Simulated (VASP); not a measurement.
Write the native input for VASP 6.6.1 that does the following.

- Task: single point
- Functional: PBE
- Dispersion: D3(BJ)
- Potentials or basis: VASP PAW PBE potentials, release 64 (As, In_d, H)
- Cutoff: 520 eV
- k mesh: 6 × 6 × 1
- Occupations: gaussian, width 0.1 eV
- Spin: no spin polarisation
- Dipole correction: yes
- Further INCAR settings: ALGO = Normal; EDIFF = 1e-07; NBANDS = 26

The structure of In2As2H lies in POSCAR:

```
In2As2H
1.0
    4.3220706691      0.0000000000      0.0000000000
   -2.1610353346      3.7430229964      0.0000000000
    0.0000000000      0.0000000000     21.7386927198
As In H
2 2 1
Direct
    0.0000000000      0.0000000000      0.1840037049
    0.3333333333      0.6666666667      0.3557112058
    0.3333333333      0.6666666667      0.2245875152
    0.6666666667      0.3333333333      0.3881876812
    0.8888888889      1.2222222222      0.5399907378
```

One way to write it, as run:

INCAR

```
PREC     = Accurate       # precision mode
ENCUT    = 520            # plane-wave cutoff, eV
EDIFF    = 1E-7           # SCF threshold, eV
ISMEAR   = 0              # smearing method
SIGMA    = 0.1            # smearing width, eV
LREAL    = False          # projectors in reciprocal space
LASPH    = True           # aspherical terms in the spheres
NELM     = 60             # most SCF steps
ALGO     = Normal         # electronic algorithm
ISIF     = 2              # what is computed and relaxed
LWAVE    = False          # write WAVECAR
LCHARG   = True           # write CHGCAR
LDIPOL   = True         
IDIPOL   = 3            
DIPOL    = 0.5 0.5 0.338
GGA      = PE             # functional
IVDW     = 12             # dispersion correction
LELF     = True           # ELF
LVHAR    = True         
LVACPOTAV= True         
NBANDS   = 26             # bands
```

KPOINTS

```
Automatic mesh
0
Gamma
  6 6 1
```

Potentials or basis: VASP PAW PBE potentials, release 64 (As, In_d, H).

Command:

```sh
$ cat potpaw_PBE.64/As/POTCAR potpaw_PBE.64/In_d/POTCAR potpaw_PBE.64/H/POTCAR > POTCAR
$ mpirun -np 1 vasp_std > vasp.out
```

Results of the run:

```yaml
Largest_force: 0.573 eV/Å
Band_gap_on_the_k_mesh: zero (an odd number of electrons rules out a gap without spin polarisation)
Dispersion_energy_per_atom: -0.173 eV
```

Caveat: spin-orbit coupling is left out, which moves the levels of the heavy elements; an odd number of electrons without spin polarisation forces a metal; a magnetic or distorted state may lie lower.

Wall time 4.8 min on 1 thread of Intel(R) Xeon(R) Platinum 8259CL CPU @ 2.50GHz (Skylake/Cascade Lake) (shared host), peak memory 0.5 GiB.
